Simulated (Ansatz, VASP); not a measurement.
## One calculation of BN, two programs

```
B N
1.0
     0.00000    1.80293    1.80293
     1.80293    0.00000    1.80293
     1.80293    1.80293    0.00000
B N
1 1
Cartesian
  0.0000 0.0000 0.0000
  0.9015 0.9015 0.9015
```

Alike in both runs: functional PBE; dispersion D3(BJ); k mesh 12 × 12 × 12; occupations gaussian, width 0.02 eV; no spin polarisation.

Ansatz relaxed the structure, and its values are those at the end. VASP's run is a single point on that final structure, the one shown.

|  | VASP | Ansatz |
| --- | --- | --- |
| version | VASP 6.6.1 | Ansatz 0.2.0 |
| potentials or method | VASP PAW PBE potentials, release 64 (B, N), cutoff 600 eV | scalar-relativistic, plane waves, PAW |
| valence electrons in the cell | 8 | 8 |

|  | VASP | Ansatz | Ansatz less VASP |
| --- | --- | --- | --- |
| gap on the k mesh at the Fermi level (eV) | 4.47 | 4.47 | +0.008 |
| least direct gap on the mesh (eV) | 8.86 | 8.86 | +0.006 |
| pressure (GPa) | 0.2 | 0.0 | -0.22 |
